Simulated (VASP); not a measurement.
Write the native input for VASP 6.6.1 that does the following.

| Quantity | Value |
| --- | --- |
| Task | single point |
| Functional | PBEsol |
| Potentials or basis | VASP PAW PBE potentials, release 64 (Zr_sv, N) |
| Cutoff | 600 eV |
| k mesh | 9 × 9 × 9 |
| Occupations | methfessel-paxton, width 0.1 eV |
| Spin | no spin polarisation |
| Dipole correction | no |
| Further INCAR settings | ALGO = Normal; EDIFF = 1e-06; NBANDS = 16 |

The structure of ZrN lies in POSCAR:

```
ZrN
1.0
    0.0000000000      2.3000000000      2.3000000000
    2.3000000000      0.0000000000      2.3000000000
    2.3000000000      2.3000000000      0.0000000000
Zr N
1 1
Direct
    0.5000000000      0.5000000000      0.5000000000
    0.0000000000      0.0000000000      0.0000000000
```

One way to write it, as run:

INCAR

```
SYSTEM = ZrN
PREC = Accurate
ENCUT = 600
EDIFF = 1E-6
ISMEAR = 1
SIGMA = 0.1
LREAL = .FALSE.
LASPH = .TRUE.
NELM = 120
ALGO = Normal
ISIF = 2
LWAVE = .FALSE.
LCHARG = .FALSE.
GGA = PS
NBANDS = 16
GGA_COMPAT = .FALSE.
```

KPOINTS

```
regular mesh
0
G
  9 9 9
  0 0 0
```

Potentials or basis: VASP PAW PBE potentials, release 64 (Zr_sv, N).

Run with:

```sh
$ cat potpaw_PBE.64/Zr_sv/POTCAR potpaw_PBE.64/N/POTCAR > POTCAR
$ mpirun -np 1 vasp_std > vasp.out
```

Results of the run:

```
Pressure : -7.7 GPa
```

Caveat: the PAW data sets were made with another functional, which shifts forces and pressure a little.

It took 12 s on 1 thread of AMD EPYC 9R45 96-Core Processor (Zen 5) (shared host), peak memory 0.13 GiB.
